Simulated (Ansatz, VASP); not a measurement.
**Two plane-wave programs on Ba**

```
Ba
1.0
    -2.53948    2.53948    2.53948
     2.53948   -2.53948    2.53948
     2.53948    2.53948   -2.53948
Ba
1
Direct
  0.00000 0.00000 0.00000
```

Alike in both runs: task single point; functional r2SCAN; k mesh 8 × 8 × 8; occupations fermi-dirac, width 0.05 eV; no spin polarisation.

```csv
,VASP,Ansatz
version,VASP 6.6.1,Ansatz 0.2.0
potentials or method,"VASP PAW PBE potentials, release 64 (Ba_sv)",Ansatz PAW
plane-wave cutoff (eV),520,500
valence electrons in the cell,10,10
```

```tsv
	VASP	Ansatz	Ansatz less VASP
gap on the k mesh at the Fermi level (eV)	none	none	-
pressure (GPa)	-0.1	-0.1	-0.04
```

VASP's potentials were made for PBE, not for r2SCAN. A gap of «none» marks a metal or a gap that the smearing closes.

Spin-orbit coupling is off throughout.
